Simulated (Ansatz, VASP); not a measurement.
# Two plane-wave programs on MgO

```
CELL_PARAMETERS angstrom
3.48410 0.00000 0.00000
-1.74205 3.01732 0.00000
0.00000 0.00000 4.24847
ATOMIC_POSITIONS crystal
Mg 0.66667 0.33333 0.75000
Mg 0.33333 0.66667 0.25000
O 0.66667 0.33333 0.25000
O 0.33333 0.66667 0.75000
```

Change from the starting cell: strain +0.0150 x Voigt [0, 0, 1, 0, 0, 0], atoms carried along.

Alike in both runs: task single point; functional r2SCAN; k mesh 6 × 6 × 6; occupations gaussian, width 0.05 eV; no spin polarisation.

```csv
,VASP,Ansatz
version,VASP 6.6.1,Ansatz 0.2.0
potentials or method,"VASP PAW PBE potentials, release 64 (Mg, O), cutoff 520 eV","scalar-relativistic, plane waves, PAW"
valence electrons in the cell,16,32
```

|  | VASP | Ansatz | Ansatz less VASP |
| --- | --- | --- | --- |
| gap on the k mesh at the Fermi level (eV) | 3.98 | 4.00 | +0.015 |
| least direct gap on the mesh (eV) | 3.98 | 4.00 | +0.015 |
| pressure (GPa) | -2.8 | -2.0 | +0.80 |
| traceless stress, the component that is largest in VASP (GPa) | -1.93 | -1.75 | +0.178 |

VASP's potentials were made for PBE, not for r2SCAN. With one functional, cell and mesh, what is left measures potentials, basis and numerics. VASP's potentials hold 16 valence electrons a cell and Ansatz's 32, so a difference there can come from the potentials and not from the codes.
